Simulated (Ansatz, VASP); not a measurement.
**ZnO: VASP beside Ansatz**

```
Zn O
1.0
     3.27701    0.00000    0.00000
    -1.63850    2.83797    0.00000
     0.00000    0.00000    4.87455
Zn O
2 2
Cartesian
  0.0000 1.8920 0.0090
  1.6385 0.9460 2.4463
  0.0000 1.8920 1.8535
  1.6385 0.9460 4.2908
```

Alike in both runs: task single point; functional LDA; k mesh 12 × 12 × 6; occupations gaussian, width 0.05 eV; no spin polarisation.

|  | VASP | Ansatz |
| --- | --- | --- |
| version | VASP 6.6.1 | Ansatz 0.2.0 |
| potentials or method | VASP PAW LDA potentials, release 64 (Zn, O), cutoff 520 eV | scalar-relativistic, plane waves, PAW |
| valence electrons in the cell | 36 | 36 |

VASP gave:

```
gap on the k mesh at the Fermi level (eV)                     : 0.83
least direct gap on the mesh (eV)                             : 0.83
pressure (GPa)                                                : 2.8
traceless stress, the component that is largest in VASP (GPa) : 16.34
rms of the force components (eV/Å)                            : 0.680
```

**Question.** What did Ansatz give for the same quantities?

**Answer.** gap on the k mesh at the Fermi level (eV): 0.83; least direct gap on the mesh (eV): 0.83; pressure (GPa): 1.7; traceless stress, the component that is largest in VASP (GPa): 15.63; rms of the force components (eV/Å): 0.637.

Ansatz warns that its potentials were made for another functional, while VASP's fit it. LDA's correlation is that of Perdew and Zunger in VASP and of Perdew and Wang (1992) in Ansatz. Atom by atom the forces differ by 0.043 eV/Å (rms over components).
